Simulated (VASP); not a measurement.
Set up this calculation in VASP 6.6.1, as the native input.

| Item | Value |
| --- | --- |
| Task | single point |
| Functional | PBE |
| Potentials or basis | VASP PAW PBE potentials, release 64 (Ge_d) |
| Cutoff | 520 eV |
| k mesh | 4 × 4 × 4 |
| Occupations | gaussian, width 0.1 eV |
| Spin | no spin polarisation |
| Dipole correction | no |
| Further INCAR settings | ALGO = Normal; EDIFF = 1e-06; NBANDS = 66 |

The structure of Ge lies in POSCAR:

```
Ge
1.0
    7.2342141465      0.0000000000      0.0000000000
    0.0000000000      7.2342141465      0.0000000000
    0.0000000000      0.0000000000      5.6299558427
Ge
8
Direct
    0.5000000000      0.0000000000      0.7939035150
    0.0000000000      0.5000000000      0.7939035150
    0.2482143265      0.0000000000      0.5000000000
    0.7517856735      0.0000000000      0.5000000000
    0.0000000000      0.2482143265      0.5000000000
    0.0000000000      0.7517856735      0.5000000000
    0.5000000000      0.0000000000      0.2060964850
    0.0000000000      0.5000000000      0.2060964850
```

These files were run (other wordings do the same):

INCAR

```
  PREC = Accurate
  ENCUT = 520
  EDIFF = 1E-6
  ISMEAR = 0
  SIGMA = 0.1
  LREAL = F
  LASPH = T
  NELM = 60
  ALGO = Normal
  ISIF = 2
  LWAVE = F
  LCHARG = F
  GGA = PE
  NBANDS = 66
```

KPOINTS

```
regular mesh
0
Gamma
  4 4 4
```

Potentials or basis: VASP PAW PBE potentials, release 64 (Ge_d).

Run with:

```console
$ cat potpaw_PBE.64/Ge_d/POTCAR > POTCAR
$ mpirun -np 1 vasp_std > vasp.out
```

It gave:

| Property | Result |
| --- | --- |
| Pressure | 0.2 GPa |
| Largest force | 0.034 eV/Å |
| Band gap on the k mesh | zero (band 56 reaches 1.49 eV, above the bottom of band 57 at 0.69 eV) |

It took 3.1 min on 1 thread of Intel(R) Xeon(R) 6975P-C (Granite Rapids) (shared host), peak memory 0.47 GiB.
